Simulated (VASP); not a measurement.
# MoS2 (R3m) in VASP: notebook

The runs below take MoS2 through single point, with PBEsol.

All numbers are computed with VASP 6.6.1; they aren't measurements. Logs are shortened: lines on timing, memory, paths and dates and some standing lists are left out, and cuts for length are marked.

### 1 The cell of the first run

Symmetry: R3m, No. 160, trigonal system. The conventional cell has a = 3.237 Å, b = 3.237 Å, c = 18.516 Å, α = 90.00°, β = 90.00°, γ = 120.00°. Mo (site symmetry 3m) has 6 S at 2.42 Å and 6 Mo at 3.24 Å within 3.3 Å. S (site symmetry 3m) has 3 Mo at 2.42 Å and 7 S at 3.06 to 3.24 Å within 3.3 Å. S (site symmetry 3m) has 3 Mo at 2.42 Å and 7 S at 3.06 to 3.24 Å within 3.3 Å.

### 2 Single point, PBEsol (biaxial strain in the a-b plane: +3.0 %)

The input, INCAR:

```
PREC = Accurate
ENCUT = 520
EDIFF = 1E-6
ISMEAR = 0
SIGMA = 0.02
LREAL = False
LASPH = True
NELM = 80
ALGO = Normal
ISIF = 2
LWAVE = False
LCHARG = False
GGA = PS
NBANDS = 49
```

The input, KPOINTS:

```
regular mesh
0
Gamma
  12 12 2
```

The input, POSCAR:

```
MoS2
1.0
    3.2373618351      0.0000000000      0.0000000000
   -1.6186809175      2.8036375904      0.0000000000
    0.0000000000      0.0000000000     18.5157846652
Mo S
3 6
Direct
    0.0000000000      0.0000000000      0.0002315650
    0.6666666667      0.3333333333      0.3335648984
    0.3333333333      0.6666666667      0.6668982317
    0.3333333333      0.6666666667      0.2507976562
    0.6666666667      0.3333333333      0.0829697788
    0.0000000000      0.0000000000      0.5841309895
    0.3333333333      0.6666666667      0.4163031121
    0.6666666667      0.3333333333      0.9174643228
    0.0000000000      0.0000000000      0.7496364454
```

Potentials or basis: VASP PAW PBE potentials, release 64 (Mo_sv, S).

Command:

```sh
$ cat potpaw_PBE.64/Mo_sv/POTCAR potpaw_PBE.64/S/POTCAR > POTCAR
$ mpirun -np 1 vasp_std > vasp.out
```

OUTCAR:

```text
PREC = Accurate
   ENCUT = 520
   EDIFF = 1E-6
   ISMEAR = 0
   LREAL = False
   LASPH = True
   NELM = 80
   ISIF = 2
   GGA = PS

 ion  position               nearest neighbor table
   1  0.000  0.000  0.000-   5 2.42   5 2.42   5 2.42   8 2.42   8 2.42   8 2.42
   2  0.667  0.333  0.334-   7 2.42   7 2.42   7 2.42   4 2.42   4 2.42   4 2.42
   3  0.333  0.667  0.667-   9 2.42   9 2.42   9 2.42   6 2.42   6 2.42   6 2.42
   4  0.333  0.667  0.251-   2 2.42   2 2.42   2 2.42
   5  0.667  0.333  0.083-   1 2.42   1 2.42   1 2.42
   6  0.000  0.000  0.584-   3 2.42   3 2.42   3 2.42
   7  0.333  0.667  0.416-   2 2.42   2 2.42   2 2.42
   8  0.667  0.333  0.917-   1 2.42   1 2.42   1 2.42
   9  0.000  0.000  0.750-   3 2.42   3 2.42   3 2.42

  LATTYP: Found a hexagonal cell.
 ALAT       =     3.2373618351
 C/A-ratio  =     5.7194053703

  Lattice vectors:

 A1 = (   3.2373618351,   0.0000000000,   0.0000000000)
 A2 = (  -1.6186809175,   2.8036375904,   0.0000000000)
 A3 = (   0.0000000000,   0.0000000000,  18.5157846652)

Analysis of symmetry for initial positions (statically):
=====================================================================
 Subroutine PRICEL returns following result:

  LATTYP: Found a trigonal (rhomboedric) cell.
 ALAT       =     6.4487364537
 COS(alpha) =     0.8739905163

  Lattice vectors:

 A1 = (   1.6186809174,  -0.9345458634,  -6.1719282211)
 A2 = (  -1.6186809172,  -0.9345458637,  -6.1719282230)
 A3 = (  -0.0000000001,   1.8690917270,  -6.1719282211)

   3 primitive cells build up your supercell.

 Routine SETGRP: Setting up the symmetry group for a
 hexagonal supercell.

 Subroutine GETGRP returns: Found  6 space group operations
 (whereof  6 operations were pure point group operations)
 out of a pool of 24 trial point group operations.

The static configuration has the point symmetry C_3v.

Analysis of symmetry for dynamics (positions and initial velocities):
=====================================================================
 Subroutine PRICEL returns following result:

  LATTYP: Found a trigonal (rhomboedric) cell.
 ALAT       =     6.4487364537
 COS(alpha) =     0.8739905163

  Lattice vectors:

 A1 = (   1.6186809174,  -0.9345458634,  -6.1719282211)
 A2 = (  -1.6186809172,  -0.9345458637,  -6.1719282230)
 A3 = (  -0.0000000001,   1.8690917270,  -6.1719282211)

   3 primitive cells build up your supercell.

 Routine SETGRP: Setting up the symmetry group for a
 hexagonal supercell.

 Subroutine GETGRP returns: Found  6 space group operations
 (whereof  6 operations were pure point group operations)
 out of a pool of 24 trial point group operations.

The dynamic configuration has the point symmetry C_3v.

 Subroutine INISYM returns: Found  6 space group operations
 (whereof  6 operations are pure point group operations),
 and found     3 'primitive' translations

----------------------------------------------------------------------------------------

                                     Primitive cell

  volume of cell :      56.0188

  direct lattice vectors                    reciprocal lattice vectors
     1.618680917 -0.934545863 -6.171928221     0.308893491 -0.178339740 -0.054007973
    -1.618680917 -0.934545864 -6.171928223    -0.308893491 -0.178339740 -0.054007973
    -0.000000000  1.869091727 -6.171928221     0.000000000  0.356679481 -0.054007973

  length of vectors
     6.448736454  6.448736456  6.448736454     0.360745219  0.360745219  0.360745219

  position of ions in fractional coordinates (direct lattice)
     0.999768435  0.999768435  0.999768435
     0.415869011  0.415869011  0.415869011
     0.250363555  0.250363555  0.250363555

  ion indices of the primitive-cell ions
   primitive index   ion index
                 1           1
                 2           6
                 3           9

----------------------------------------------------------------------------------------

 KPOINTS: regular mesh

Automatic generation of k-mesh.
 Grid dimensions read from file:
 generate k-points for:   12   12    2

 Generating k-lattice:

  Cartesian coordinates                     Fractional coordinates (reciprocal lattice)
     0.025741124  0.014861645  0.000000000     0.083333333  0.000000000  0.000000000
     0.000000000  0.029723290  0.000000000     0.000000000  0.083333333  0.000000000
     0.000000000  0.000000000  0.027003987     0.000000000  0.000000000  0.500000000

  Length of vectors
     0.029723290  0.029723290  0.027003987

  Shift w.r.t. Gamma in fractional coordinates (k-lattice)
     0.000000000  0.000000000  0.000000000

 Subroutine IBZKPT returns following result:
 ===========================================

 Found     38 irreducible k-points:

 Following reciprocal coordinates:
            Coordinates               Weight
  0.000000  0.000000  0.000000      1.000000
  0.083333  0.000000  0.000000      6.000000
  0.166667  0.000000  0.000000      6.000000
  0.250000  0.000000  0.000000      6.000000
  0.333333  0.000000  0.000000      6.000000
  0.416667  0.000000  0.000000      6.000000
[... 16 lines left out ...]
  0.250000  0.000000  0.500000      6.000000
  0.333333  0.000000  0.500000      6.000000
 [... further k-points ...]
   k-points           NKPTS =     38   k-points in BZ     NKDIM =     38   number of bands    NBANDS=     49
   number of dos      NEDOS =    301   number of ions     NIONS =      9
   total plane-waves  NPLWV =  80640
   dimension x,y,z NGX =    24 NGY =   24 NGZ =  140
   dimension x,y,z NGXF=    48 NGYF=   48 NGZF=  280
   ions per type =               3   6
   NGX,Y,Z   is equivalent  to a cutoff of  12.32, 12.32, 12.57 a.u.
   NGXF,Y,Z  is equivalent  to a cutoff of  24.65, 24.65, 25.14 a.u.
 SYSTEM =  unknown system
   PREC   = accura    normal or accurate (medium, high low for compatibility)
   ISTART =      0    job   : 0-new  1-cont  2-samecut
   ICHARG =      2    charge: 1-file 2-atom 10-const
   ISPIN  =      1    spin polarized calculation?
   LNONCOLLINEAR =      F non collinear calculations
   LSORBIT =      F    spin-orbit coupling
   LASPH  =      T    aspherical Exc in radial PAW
   ENCUT  =  520.0 eV  38.22 Ry    6.18 a.u.   6.02  6.02 34.43*2*pi/ulx,y,z
   NELM   =     80;   NELMIN=  2; NELMDL= -5     # of ELM steps
   EDIFF  = 0.1E-05   stopping-criterion for ELM
   LREAL  =      F    real-space projection
   EDIFFG = 0.1E-04   stopping-criterion for IOM
   NSW    =      0    number of steps for IOM
   IBRION =     -1    ionic relax: 0-MD 1-quasi-New 2-CG
   NFREE  =      0    steps in history (QN), initial steepest desc. (CG)
   ISIF   =      2    stress and relaxation
   ISYM   =      2    0-nonsym 1-usesym 2-fastsym
   POTIM  = 0.5000    time-step for ionic-motion
   TEBEG  =    0.0;   TEEND  =   0.0 temperature during run
   PSTRESS=    0.0 pullay stress
   NELECT =      78.0000    total number of electrons
   NUPDOWN=      -1.0000    fix difference up-down
   EMIN   =  10.00;   EMAX   =-10.00  energy-range for DOS
   EFERMI =   0.00;   METHOD = LEGACY
   ISMEAR =     0;   SIGMA  =   0.02  broadening in eV -4-tet -1-fermi 0-gaus
   EFERMI_NEDOS =   21; number of points for ismear=-14 and -15
   IALGO  =     38    algorithm
   IMIX   =      4    mixing-type and parameters
     AMIX     =   0.40;   BMIX     =  1.00
     AMIX_MAG =   1.60;   BMIX_MAG =  1.00
  volume/ion in A,a.u.               =      18.67       126.01
  Fermi-wavevector in a.u.,A,eV,Ry     =   1.267519  2.395264 21.859194  1.606605
  Thomas-Fermi vector in A             =   2.400663
   LORBIT       =      0    0 simple, 1 ext, 2 COOP (PROOUT), +10 PAW based schemes
   GGA     = PS    functional components
   LHFCALC =     F    Hartree Fock is set to
   AEXX    =    0.0000 exact exchange contribution
   IVDW    =     0    specifies the selected vdW correction
   LEPSILON=     F    determine dielectric tensor
   LRPA    =     F    only Hartree local field effects (RPA)
 non-spin polarized calculation
 Gauss-broadening in eV      SIGMA  =   0.02
  energy-cutoff  :      520.00
  volume of cell :      168.06
 maximum number of plane-waves:      4596
   NGX = 13   NGY = 13   NGZ = 69

 number of electron      78.0000005 magnetization

 Free energy of the ion-electron system (eV)
  ---------------------------------------------------
  ext. energy  EPLUGINS =         0.00000000
  ---------------------------------------------------
  free energy    TOTEN  =       -70.11836421 eV

  energy without entropy =      -70.11836421  energy(sigma->0) =      -70.11836421

 E-fermi :   7.2336     XC(G=0): -10.7372

 val. band max:        7.0360240358   @ k =   0.0000   0.0000   0.5000
 cond. band min:       7.6128427549   @ k =   0.3333   0.3333   0.5000
 fundamental gap:      0.5768187190
 Fermi energy:         7.2336276927

 k-point     1 :       0.0000    0.0000    0.0000
  band No.  band energies     occupation
      1     -54.5999      2.00000
      2     -54.5999      2.00000
      3     -54.5999      2.00000
      4     -28.7464      2.00000
      5     -28.7464      2.00000
      6     -28.7463      2.00000
[... 41 lines left out ...]
     48       9.1523      0.00000
     49       9.2079      0.00000

 k-point     2 :       0.0833    0.0000    0.0000
  band No.  band energies     occupation
      1     -54.5978      2.00000
      2     -54.5978      2.00000
      3     -54.5978      2.00000
      4     -28.7421      2.00000
      5     -28.7421      2.00000
      6     -28.7421      2.00000
[... 41 lines left out ...]
     48       9.0733      0.00000
     49       9.0829      0.00000

 k-point     3 :       0.1667    0.0000    0.0000
  band No.  band energies     occupation
      1     -54.5923      2.00000
      2     -54.5923      2.00000
      3     -54.5923      2.00000
      4     -28.7305      2.00000
      5     -28.7305      2.00000
      6     -28.7305      2.00000
[... 41 lines left out ...]
     48       8.9878      0.00000
     49       9.4112      0.00000

 k-point     4 :       0.2500    0.0000    0.0000
  band No.  band energies     occupation
      1     -54.5847      2.00000
      2     -54.5847      2.00000
      3     -54.5847      2.00000
      4     -28.7573      2.00000
      5     -28.7573      2.00000
      6     -28.7573      2.00000
[... 977 lines left out ...]
     48       9.0013      0.00000
     49       9.3907      0.00000

 k-point    23 :       0.2500    0.0000    0.5000
  band No.  band energies     occupation
      1     -54.5847      2.00000
      2     -54.5847      2.00000
      3     -54.5847      2.00000
      4     -28.7573      2.00000
      5     -28.7573      2.00000
      6     -28.7573      2.00000
[... 41 lines left out ...]
     48       9.3139      0.00000
     49       9.8500      0.00000

 k-point    24 :       0.3333    0.0000    0.5000
  band No.  band energies     occupation
      1     -54.5771      2.00000
      2     -54.5771      2.00000
      3     -54.5770      2.00000
      4     -28.8368      2.00000
      5     -28.8368      2.00000
      6     -28.8368      2.00000
[... 41 lines left out ...]
     48       9.8005      0.00000
     49      10.0788      0.00000

 [... further k-points ...]

------------------------ aborting loop because EDIFF is reached ----------------------------------------

  FORCE on cell =-STRESS in cart. coord.  units (eV):
  Direction    XX          YY          ZZ          XY          YZ          ZX
  --------------------------------------------------------------------------------------
  -------------------------------------------------------------------------------------
  Total       -8.1468453     -8.1468453     -0.9805846     -0.0000000      0.0000000      0.0000000
  in kB      -77.6684814    -77.6684814     -9.3484672     -0.0000000      0.0000000      0.0000000
  external PRESSURE =     -54.8951433 kB  Pullay stress =       0.0000000 kB

 VOLUME and BASIS-vectors are now :
 -----------------------------------------------------------------------------
  energy-cutoff  :      520.00
  volume of cell :      168.06
      direct lattice vectors                 reciprocal lattice vectors
     3.237361835  0.000000000  0.000000000     0.308893491  0.178339740  0.000000000
    -1.618680918  2.803637590  0.000000000     0.000000000  0.356679481  0.000000000
     0.000000000  0.000000000 18.515784665     0.000000000  0.000000000  0.054007973

 POSITION                                       TOTAL-FORCE (eV/Angst)
 -----------------------------------------------------------------------------------
      0.00000      0.00000      0.00429        -0.000000      0.000000     -0.000249
      1.61868      0.93455      6.17622        -0.000000      0.000000     -0.000249
     -0.00000      1.86909     12.34814        -0.000000      0.000000     -0.000249
     -0.00000      1.86909      4.64372         0.000000     -0.000000      0.095923
      1.61868      0.93455      1.53625         0.000000     -0.000000     -0.095673
      0.00000      0.00000     10.81564        -0.000000     -0.000000      0.095923
     -0.00000      1.86909      7.70818         0.000000     -0.000000     -0.095673
      1.61868      0.93455     16.98757        -0.000000     -0.000000      0.095923
      0.00000      0.00000     13.88011         0.000000     -0.000000     -0.095673
 -----------------------------------------------------------------------------------
    total drift:                                0.000000      0.000000      0.000014

  FREE ENERGIE OF THE ION-ELECTRON SYSTEM (eV)
  ---------------------------------------------------
  free  energy   TOTEN  =       -70.1183642142 eV

  energy  without entropy=      -70.1183642142  energy(sigma->0) =      -70.11836421
```

Wall time 4.3 min (1 thread of Intel Xeon Platinum 8488C (Sapphire Rapids), shared host); peak memory 0.41 GiB.

Results:

```
Free energy            : -70.1184 eV
Pressure               : -5.5 GPa
Largest force          : 0.096 eV/Å
Band gap on the k mesh : 0.58 eV
```

Forces on the atoms (eV/Å):
```
Mo   0.000  0.000  0.000
Mo   0.000  0.000  0.000
Mo   0.000  0.000  0.000
S    0.000  0.000  0.096
S    0.000  0.000 -0.096
S    0.000  0.000  0.096
S    0.000  0.000 -0.096
S    0.000  0.000  0.096
S    0.000  0.000 -0.096
```

Caveat: the cell differs from its parent crystal (biaxial strain in the a-b plane: +3.0 %); the cell stands under tension; the PAW data sets were made with another functional, which shifts forces and pressure a little; this functional lacks dispersion, which binds the layers, so the pressure and a relaxed spacing across them are unreliable. A k mesh can miss the band edges.

(Continued in part 2 of 2.)
